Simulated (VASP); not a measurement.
# Ni (Fm-3m) in VASP: a series of runs

Runs on Ni. Level: PBE. Tasks: single point.

All numbers are computed with VASP 6.6.1; they aren't measurements. Logs are shortened: lines on timing, memory, paths and dates and some standing lists are left out, and cuts for length are marked.

### Step 1. The cell of the first run

Symmetry: Fm-3m, No. 225, cubic system. Conventional cell: a = 3.571 Å, b = 3.571 Å, c = 3.571 Å, α = 90.00°, β = 90.00°, γ = 90.00°. Ni (site symmetry m-3m) has 12 Ni at 2.53 Å within 3.3 Å.

### Step 2. Single point, PBE, collinear spin, ferromagnetic start

Contents of INCAR:

```
SYSTEM = Ni
  PREC = Accurate
  ENCUT = 520
  EDIFF = 1E-6
  ISMEAR = -1
  SIGMA = 0.1
  LREAL = .FALSE.
  LASPH = .TRUE.
  NELM = 150
  ALGO = Normal
  ISIF = 2
  LWAVE = .FALSE.
  LCHARG = .TRUE.
  ISPIN = 2
  MAGMOM = 1.71
  LORBIT = 11
  NUPDOWN = 1.71
  LMAXMIX = 4
  GGA = PE
  LELF = .TRUE.
  LVHAR = .TRUE.
  NBANDS = 15
```

Contents of KPOINTS:

```
regular mesh
0
G
  12 12 12
  0 0 0
```

Contents of POSCAR:

```
Ni
1.0
    0.0000000000      1.7855000000      1.7855000000
    1.7855000000      0.0000000000      1.7855000000
    1.7855000000      1.7855000000      0.0000000000
Ni
1
Direct
    0.0000000000      0.0000000000      0.0000000000
```

Potentials or basis: VASP PAW PBE potentials, release 64 (Ni).

Started as:

```sh
> cat potpaw_PBE.64/Ni/POTCAR > POTCAR
> mpirun -np 1 vasp_std > vasp.out
```

OUTCAR:

```text
SYSTEM = Ni
   PREC = Accurate
   ENCUT = 520
   EDIFF = 1E-6
   ISMEAR = -1
   LREAL = .FALSE.
   LASPH = .TRUE.
   NELM = 150
   ISIF = 2
   ISPIN = 2
   LORBIT = 11
   NUPDOWN = 1.71
   GGA = PE

 ion  position               nearest neighbor table
   1  0.000  0.000  0.000-

  LATTYP: Found a face centered cubic cell.
 ALAT       =     3.5710000000

  Lattice vectors:

 A1 = (   0.0000000000,   1.7855000000,   1.7855000000)
 A2 = (   1.7855000000,   0.0000000000,   1.7855000000)
 A3 = (   1.7855000000,   1.7855000000,   0.0000000000)

Analysis of symmetry for initial positions (statically):
=====================================================================
 Subroutine PRICEL returns:
 Original cell was already a primitive cell.

 Routine SETGRP: Setting up the symmetry group for a
 face centered cubic supercell.

 Subroutine GETGRP returns: Found 48 space group operations
 (whereof 48 operations were pure point group operations)
 out of a pool of 48 trial point group operations.

The static configuration has the point symmetry O_h .

Analysis of symmetry for dynamics (positions and initial velocities):
=====================================================================
 Subroutine PRICEL returns:
 Original cell was already a primitive cell.

 Routine SETGRP: Setting up the symmetry group for a
 face centered cubic supercell.

 Subroutine GETGRP returns: Found 48 space group operations
 (whereof 48 operations were pure point group operations)
 out of a pool of 48 trial point group operations.

The dynamic configuration has the point symmetry O_h .

Analysis of structural, dynamic, and magnetic symmetry:
=====================================================================
 Subroutine PRICEL returns:
 Original cell was already a primitive cell.

 Routine SETGRP: Setting up the symmetry group for a
 face centered cubic supercell.

 Subroutine GETGRP returns: Found 48 space group operations
 (whereof 48 operations were pure point group operations)
 out of a pool of 48 trial point group operations.

The overall configuration has the point symmetry O_h .

 Subroutine INISYM returns: Found 48 space group operations
 (whereof 48 operations are pure point group operations),
 and found     1 'primitive' translations

----------------------------------------------------------------------------------------

                                     Primitive cell

  volume of cell :      11.3844

  direct lattice vectors                    reciprocal lattice vectors
     0.000000000  1.785500000  1.785500000    -0.280033604  0.280033604  0.280033604
[... 119 lines left out ...]
   NGX =  9   NGY =  9   NGZ =  9

 number of electron      10.0000000 magnetization       1.7100000

 number of electron       9.9999999 magnetization       1.7100000

 Free energy of the ion-electron system (eV)
  ---------------------------------------------------
  ext. energy  EPLUGINS =         0.00000000
  ---------------------------------------------------
  free energy    TOTEN  =        -4.52801252 eV

  energy without entropy =       -4.48071570  energy(sigma->0) =       -4.50436411

 E-fermi :   8.1286     XC(G=0): -13.0641

 val. band max:       12.0603719207   @ k =  -0.4167   0.2500   0.0000
 cond. band min:       8.1430305133   @ k =   0.2500   0.1667   0.0833
 fundamental gap:     -3.9173414074
 Fermi energy:        12.1342683772

 spin component 1

 k-point     1 :       0.0000    0.0000    0.0000
  band No.  band energies     occupation
      1      -0.2819      1.00000
      2       5.4116      1.00000
      3       5.4116      1.00000
      4       5.4116      1.00000
      5       6.4011      1.00000
      6       6.4011      1.00000
      7      31.7683      0.00000
      8      35.2540      0.00000
      9      35.2540      0.00000
     10      35.2540      0.00000
     11      37.8956      0.00000
     12      37.8956      0.00000
     13      37.8956      0.00000
     14      41.1783      0.00000
[... 403 lines left out ...]
      4       5.7562      1.00000
      5       6.8878      1.00000
      6      10.2162      1.00000
      7      13.9621      0.00000
      8      24.5450      0.00000
      9      29.1758      0.00000
     10      30.5170      0.00000
     11      39.3463      0.00000
     12      39.9187      0.00000
     13      46.4574      0.00000
     14      49.0998      0.00000
     15      50.3699      0.00000

 [... further k-points ...]

 spin component 2

 k-point     1 :       0.0000    0.0000    0.0000
  band No.  band energies     occupation
      1       0.3311      1.00000
      2       6.9804      0.99999
      3       6.9804      0.99999
      4       6.9804      0.99999
      5       7.9136      0.89562
      6       7.9136      0.89562
      7      32.3215      0.00000
      8      35.8939      0.00000
      9      35.8939      0.00000
     10      35.8939      0.00000
     11      38.6910      0.00000
     12      38.6910      0.00000
     13      38.6910      0.00000
     14      41.7812      0.00000
[... 403 lines left out ...]
      4       7.2392      0.99986
      5       8.5265      0.01835
      6      11.2205      0.00000
      7      15.0028      0.00000
      8      25.3073      0.00000
      9      29.9026      0.00000
     10      31.1940      0.00000
     11      40.0603      0.00000
     12      40.5941      0.00000
     13      47.2586      0.00000
     14      49.9605      0.00000
     15      51.0903      0.00000

 [... further k-points ...]
[... 5 lines left out ...]
  --------------------------------------------------------------------------------------
  -------------------------------------------------------------------------------------
  Total        0.5279980      0.5279980      0.5279980     -0.0000000      0.0000000      0.0000000
  in kB       74.3076075     74.3076075     74.3076075     -0.0000000      0.0000000      0.0000000
  external PRESSURE =      74.3076075 kB  Pullay stress =       0.0000000 kB

 VOLUME and BASIS-vectors are now :
 -----------------------------------------------------------------------------
  energy-cutoff  :      520.00
  volume of cell :       11.38
      direct lattice vectors                 reciprocal lattice vectors
     0.000000000  1.785500000  1.785500000    -0.280033604  0.280033604  0.280033604
     1.785500000  0.000000000  1.785500000     0.280033604 -0.280033604  0.280033604
     1.785500000  1.785500000  0.000000000     0.280033604  0.280033604 -0.280033604

 POSITION                                       TOTAL-FORCE (eV/Angst)
 -----------------------------------------------------------------------------------
      0.00000      0.00000      0.00000         0.000000      0.000000     -0.000000
 -----------------------------------------------------------------------------------
    total drift:                               -0.000000     -0.000000     -0.000000

  FREE ENERGIE OF THE ION-ELECTRON SYSTEM (eV)
  ---------------------------------------------------
  free  energy   TOTEN  =        -4.5280125166 eV

  energy  without entropy=       -4.4807156968  energy(sigma->0) =       -4.50436411

 total charge

# of ion       s       p       d       tot
------------------------------------------
    1        0.513   0.574   8.093   9.179

 magnetization (x)

# of ion       s       p       d       tot
------------------------------------------
    1        0.050   0.152   1.413   1.615
```

OSZICAR:

```text
N       E                     dE             d eps       ncg     rms          rms(c)
DAV:   1     0.352710765018E+02    0.35271E+02   -0.41989E+03  4572   0.851E+02
DAV:   2    -0.456844086214E+01   -0.39840E+02   -0.37017E+02  4873   0.165E+02
DAV:   3    -0.602128226683E+01   -0.14528E+01   -0.14434E+01  5307   0.309E+01
DAV:   4    -0.603094128702E+01   -0.96590E-02   -0.96570E-02  5204   0.238E+00
DAV:   5    -0.603107854141E+01   -0.13725E-03   -0.13725E-03  5480   0.253E-01    0.117E+01
DAV:   6    -0.476091500087E+01    0.12702E+01   -0.14167E+01  6259   0.475E+01    0.749E+00
DAV:   7    -0.454798044729E+01    0.21293E+00   -0.12438E+00  5449   0.137E+01    0.309E+00
DAV:   8    -0.453598813296E+01    0.11992E-01   -0.12993E-02  5375   0.852E-01    0.167E+00
DAV:   9    -0.452891134549E+01    0.70768E-02   -0.29484E-03  6422   0.463E-01    0.319E-01
DAV:  10    -0.452805828667E+01    0.85306E-03   -0.19642E-03  6873   0.356E-01    0.480E-02
DAV:  11    -0.452801157379E+01    0.46713E-04   -0.97622E-05  7025   0.543E-02    0.423E-02
DAV:  12    -0.452801343984E+01   -0.18660E-05   -0.39278E-06  5525   0.179E-02    0.906E-03
DAV:  13    -0.452801251662E+01    0.92322E-06   -0.10381E-06  4317   0.881E-03
   1 F= -.45280125E+01 E0= -.45043641E+01  d E =-.472968E-01  mag=     1.7100
```

stdout:

```text
POSCAR found type information on POSCAR Ni
 POSCAR found :  1 types and       1 ions
 scaLAPACK will be used
 LDA part: xc-table for (Slater+PW92), standard interpolation
 POSCAR, INCAR and KPOINTS ok, starting setup
 FFT: planning ... GRIDC
 FFT: planning ... GRID_SOFT
 FFT: planning ... GRID
 WAVECAR not read
 entering main loop
```

Wall time 28 s (1 thread of AMD EPYC 9R14 (Zen 4), shared host); peak memory 0.1 GiB.

What came out:

```
Free energy                                           : -4.5280 eV
Pressure                                              : 7.4 GPa
Net moment                                            : 1.71 μB per cell
Site moments                                          : Ni +1.61 μB
Valence electrons inside the program's atomic spheres : Ni 9.18
```

Caveat: the total moment is fixed, so each spin has its own Fermi level.

### Step 3. Single point, PBE, collinear spin, ferromagnetic start

Contents of INCAR:

```
ALGO = Normal ; EDIFF = 1E-6
ENCUT = 520 ; GGA = PE
ISIF = 2 ; ISMEAR = -1
ISPIN = 2 ; LASPH = T
LCHARG = F ; LMAXMIX = 4
LORBIT = 11 ; LREAL = F
LWAVE = F ; MAGMOM = 0.2
NBANDS = 15 ; NELM = 150
PREC = Accurate ; SIGMA = 0.1
```

Contents of KPOINTS:

```
k-points
0
Gamma
  12 12 12
```

POSCAR is that of step 2.

Potentials or basis: VASP PAW PBE potentials, release 64 (Ni).

Started as:

```sh
> cat potpaw_PBE.64/Ni/POTCAR > POTCAR
> mpirun -np 1 vasp_std > vasp.out
```

OUTCAR:

```text
EDIFF = 1E-6
   ENCUT = 520
   GGA = PE
   ISIF = 2
   ISMEAR = -1
   ISPIN = 2
   LASPH = T
   LORBIT = 11
   LREAL = F
   NELM = 150
   PREC = Accurate

 ion  position               nearest neighbor table
   1  0.000  0.000  0.000-

  LATTYP: Found a face centered cubic cell.
 ALAT       =     3.5710000000

  Lattice vectors:

 A1 = (   0.0000000000,   1.7855000000,   1.7855000000)
 A2 = (   1.7855000000,   0.0000000000,   1.7855000000)
 A3 = (   1.7855000000,   1.7855000000,   0.0000000000)

Analysis of symmetry for initial positions (statically):
=====================================================================
 Subroutine PRICEL returns:
 Original cell was already a primitive cell.

 Routine SETGRP: Setting up the symmetry group for a
 face centered cubic supercell.

 Subroutine GETGRP returns: Found 48 space group operations
 (whereof 48 operations were pure point group operations)
 out of a pool of 48 trial point group operations.

The static configuration has the point symmetry O_h .

Analysis of symmetry for dynamics (positions and initial velocities):
=====================================================================
[... 623 lines left out ...]
      6       8.1359      0.99756
      7      31.9159      0.00000
      8      35.5842      0.00000
      9      35.5842      0.00000
     10      35.5842      0.00000
     11      38.4958      0.00000
     12      38.4958      0.00000
     13      38.4958      0.00000
     14      41.3302      0.00000
[... 403 lines left out ...]
      4       7.4315      1.00000
      5       8.7857      0.38114
      6      11.1675      0.00000
      7      14.9521      0.00000
      8      25.0733      0.00000
      9      29.6773      0.00000
     10      30.8911      0.00000
     11      39.8146      0.00000
     12      40.2890      0.00000
     13      47.0299      0.00000
     14      49.7341      0.00000
     15      50.8504      0.00000

 [... further k-points ...]
[... 5 lines left out ...]
  --------------------------------------------------------------------------------------
  -------------------------------------------------------------------------------------
  Total       -0.5239472     -0.5239472     -0.5239472     -0.0000000     -0.0000000      0.0000000
  in kB      -73.7375291    -73.7375291    -73.7375291     -0.0000000     -0.0000000      0.0000000
  external PRESSURE =     -73.7375291 kB  Pullay stress =       0.0000000 kB

 VOLUME and BASIS-vectors are now :
 -----------------------------------------------------------------------------
  energy-cutoff  :      520.00
  volume of cell :       11.38
      direct lattice vectors                 reciprocal lattice vectors
     0.000000000  1.785500000  1.785500000    -0.280033604  0.280033604  0.280033604
     1.785500000  0.000000000  1.785500000     0.280033604 -0.280033604  0.280033604
     1.785500000  1.785500000  0.000000000     0.280033604  0.280033604 -0.280033604

 POSITION                                       TOTAL-FORCE (eV/Angst)
 -----------------------------------------------------------------------------------
      0.00000      0.00000      0.00000         0.000000      0.000000      0.000000
 -----------------------------------------------------------------------------------
    total drift:                               -0.000000     -0.000000     -0.000000

  FREE ENERGIE OF THE ION-ELECTRON SYSTEM (eV)
  ---------------------------------------------------
  free  energy   TOTEN  =        -5.4863594366 eV

  energy  without entropy=       -5.4297631315  energy(sigma->0) =       -5.45806128

 total charge

# of ion       s       p       d       tot
------------------------------------------
    1        0.480   0.460   8.294   9.233

 magnetization (x)

# of ion       s       p       d       tot
------------------------------------------
    1       -0.006  -0.024   0.696   0.666
```

It took 29 s on 1 thread of AMD EPYC 9R14 (Zen 4), shared host; peak memory 0.11 GiB.

What came out:

| Property | Result |
| --- | --- |
| Free energy | -5.4864 eV |
| Pressure | -7.4 GPa |
| Net moment | 0.65 μB per cell |
| Site moments | Ni +0.67 μB |
| Valence electrons inside the program's atomic spheres | Ni 9.23 |

Levels at points of the mesh, in eV from the Fermi level:
Spin up:
| k point | band 3 | band 4 | band 5 | band 6 | band 7 | band 8 |
| --- | --- | --- | --- | --- | --- | --- |
| (0.00, 0.00, 0.00) | -2.32 | -2.32 | -1.23 | -1.23 | 23.35 | 26.85 |
| (0.50, 0.00, 0.00) | -2.30 | -0.61 | -0.61 | -0.20 | 5.36 | 21.86 |
| (0.50, 0.50, 0.00) | -0.57 | -0.49 | -0.49 | 2.44 | 8.83 | 14.42 |
Spin down:
```csv
k point,band 2,band 3,band 4,band 5,band 6,band 7
"(0.00, 0.00, 0.00)",-1.55,-1.55,-1.55,-0.60,-0.60,23.18
"(0.50, 0.00, 0.00)",-1.66,-1.66,-0.26,0.17,0.17,5.78
"(0.50, 0.50, 0.00)",-3.33,0.09,0.38,0.38,2.39,9.08
```
